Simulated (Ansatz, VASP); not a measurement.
## Two plane-wave programs on HfN

The input INCAR:

```
SYSTEM = HfN
ALGO = Normal ; EDIFF = 1E-7
ENCUT = 520 ; GGA = PS
ISIF = 2 ; ISMEAR = 0
LASPH = .TRUE. ; LCHARG = .TRUE.
LELF = .TRUE. ; LREAL = .FALSE.
LVHAR = .TRUE. ; LWAVE = .FALSE.
NBANDS = 14 ; NELM = 80
PREC = Accurate ; SIGMA = 0.15
```

The input KPOINTS:

```
k-points
0
G
  16 16 16
  0 0 0
```

POSCAR

```
HfN
1.0
    0.0000000000      2.5775631000      2.4548220000
    2.3320809000      0.0000000000      2.4548220000
    2.3320809000      2.5775631000      0.0000000000
Hf N
1 1
Direct
    0.0000000000      0.0000000000      0.0000000000
    0.7500000000      0.7500000000      0.7500000000
```

Input for Ansatz:

```yaml
crystal:
  lattice:
    - [0.0, 2.5775631, 2.454822]
    - [2.3320809, 0.0, 2.454822]
    - [2.3320809, 2.5775631, 0.0]
  atoms:
    - { symbol: Hf, position: [0.0, 0.0, 0.0] }
    - { symbol: "N", position: [0.75, 0.75, 0.75] }
basis:
  ecutwfc: 420
kpoints:
  mp_grid: { grid: [16, 16, 16] }
hamiltonian:
  xc: pbesol
scf:
  occupations: { method: gaussian, width: 0.15 }
output:
  forces: true
  stress: true
  eigenvalues: true
```

Change from the starting cell: strain -0.0500 x Voigt [1, -1, 0, 0, 0, 0], atoms carried along.

Alike in both runs: task single point; functional PBEsol; k mesh 16 × 16 × 16; occupations gaussian, width 0.15 eV; no spin polarisation.

```csv
,VASP,Ansatz
version,VASP 6.6.1,Ansatz 0.2.0
potentials or method,"VASP PAW PBE potentials, release 64 (Hf_pv, N), cutoff 520 eV","scalar-relativistic, plane waves, PAW"
valence electrons in the cell,15,31
```

Ansatz gave:

* gap on the k mesh at the Fermi level (eV): none
* pressure (GPa): -4.9
* traceless stress, the component that is largest in VASP (GPa): -7.91

Task: Which values does VASP return?

Result: gap on the k mesh at the Fermi level (eV): none; pressure (GPa): -5.9; traceless stress, the component that is largest in VASP (GPa): -7.92.

VASP's potentials were made for PBE, not for PBEsol. A gap of «none» marks a metal or a gap that the smearing closes. The functional is the same, so the differences come from potentials, cutoffs and numerics. VASP's potentials hold 15 valence electrons a cell and Ansatz's 31, so a difference there can come from the potentials and not from the codes.

Neither program's run includes spin-orbit coupling.
